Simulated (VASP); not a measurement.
Write the native input for VASP 6.6.1 that does the following.

```yaml
Task: single point
Functional: r2SCAN
Potentials_or_basis: VASP PAW PBE potentials, release 64 (W_sv)
Cutoff: 520 eV
k_mesh: 14 × 14 × 14
Occupations: gaussian, width 0.15 eV
Spin: no spin polarisation
Dipole_correction: no
Further_INCAR_settings: ALGO = Normal; EDIFF = 1e-06; NBANDS = 13
```

Crystal: W.

```xyz
1
Lattice="-1.4695 1.4695 1.5334 1.4695 -1.4695 1.5334 1.4695 1.4695 -1.5334" Properties=species:S:1:pos:R:3 pbc="T T T"
W     0.0000    0.0000    0.0000
```

This cell differs from its parent crystal: strain -0.080 along x and y, -0.040 along z.

The input as run:

POSCAR

```
W
1.0
   -1.4695160000      1.4695160000      1.5334080000
    1.4695160000     -1.4695160000      1.5334080000
    1.4695160000      1.4695160000     -1.5334080000
W
1
Direct
    0.0000000000      0.0000000000      0.0000000000
```

INCAR.step1

```
PREC     = Accurate       # precision mode
ENCUT    = 520            # plane-wave cutoff, eV
ISMEAR   = 0              # smearing method
SIGMA    = 0.15           # smearing width, eV
LREAL    = F              # projectors in reciprocal space
LASPH    = T              # aspherical terms in the spheres
NELM     = 100            # most SCF steps
NBANDS   = 13             # bands
GGA      = PE             # functional
ALGO     = Normal         # electronic algorithm
EDIFF    = 1E-4           # SCF threshold, eV
LWAVE    = T              # write WAVECAR
LCHARG   = F              # write CHGCAR
```

INCAR.step2

```
PREC     = Accurate       # precision mode
ENCUT    = 520            # plane-wave cutoff, eV
EDIFF    = 1E-6           # SCF threshold, eV
ISMEAR   = 0              # smearing method
SIGMA    = 0.15           # smearing width, eV
LREAL    = F              # projectors in reciprocal space
LASPH    = T              # aspherical terms in the spheres
NELM     = 100            # most SCF steps
ALGO     = Normal         # electronic algorithm
ISIF     = 2              # what is computed and relaxed
LWAVE    = F              # write WAVECAR
LCHARG   = F              # write CHGCAR
METAGGA  = R2SCAN         # meta-GGA
LMIXTAU  = T            
NBANDS   = 13             # bands
ISTART   = 1
```

KPOINTS

```
Automatic mesh
0
Gamma
  14 14 14
```

Potentials or basis: VASP PAW PBE potentials, release 64 (W_sv).

Launch:

```console
$ cat potpaw_PBE.64/W_sv/POTCAR > POTCAR
$ cp INCAR.step1 INCAR
$ mpirun -np 1 vasp_std > vasp.out
$ cp INCAR.step2 INCAR
$ mpirun -np 1 vasp_std > vasp.out
```

Results of the run:

```
Pressure               : 88.1 GPa
Band gap on the k mesh : zero (band 7 reaches 20.72 eV, above the bottom of band 8 at 12.81 eV)
```

Caveat: the cell differs from its parent crystal (strain -0.080 along x and y, -0.040 along z); the PAW data sets were made with another functional, which shifts forces and pressure a little; spin-orbit coupling is left out, which moves the levels of the heavy elements.

It took 2 min on 1 thread of Intel(R) Xeon(R) Platinum 8259CL CPU @ 2.50GHz (Skylake/Cascade Lake), on a shared host, peak memory 0.16 GiB.
